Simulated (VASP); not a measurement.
ZnS, 4 atoms in the cell. It takes space group P6_3mc (No. 186, hexagonal). The conventional cell has a = 3.823 Å, b = 3.823 Å, c = 6.261 Å, α = 90.00°, β = 90.00°, γ = 120.00°. Zn (site symmetry 3m) has 4 S at 2.34 to 2.35 Å within 3.1 Å. Within 3.1 Å of S (site symmetry 3m) lie 4 Zn at 2.34 to 2.35 Å. 

```yaml
Program: VASP 6.6.1
Task: relaxation of cell and atoms
Functional: r2SCAN
Potentials_or_basis: VASP PAW PBE potentials, release 64 (Zn, S)
Cutoff: 600 eV
k_mesh: 9 × 9 × 4
Occupations: gaussian, width 0.02 eV
Spin: no spin polarisation
Dipole_correction: no
Further_INCAR_settings: ALGO = Normal; EDIFF = 1e-07; IBRION = 2; EDIFFG = -0.002; NSW = 100; ISIF = 3
```

Potentials or basis: VASP PAW PBE potentials, release 64 (Zn, S).

The run is started by

```bash
$ cat potpaw_PBE.64/Zn/POTCAR potpaw_PBE.64/S/POTCAR > POTCAR
$ cp INCAR.step1 INCAR
$ mpirun -np 1 vasp_std > vasp.out
$ cp INCAR.step2 INCAR
$ mpirun -np 1 vasp_std > vasp.out
```

Hardware: 1 thread of Oxide Virtual Turin-like Processor, with other jobs on the host.

**Question.** Estimate the wall time of this run.

**Answer.** Run time: 43 min on 1 thread of Oxide Virtual Turin-like Processor (shared host), peak memory 0.24 GiB. Counts: k points 36, ion steps 9.
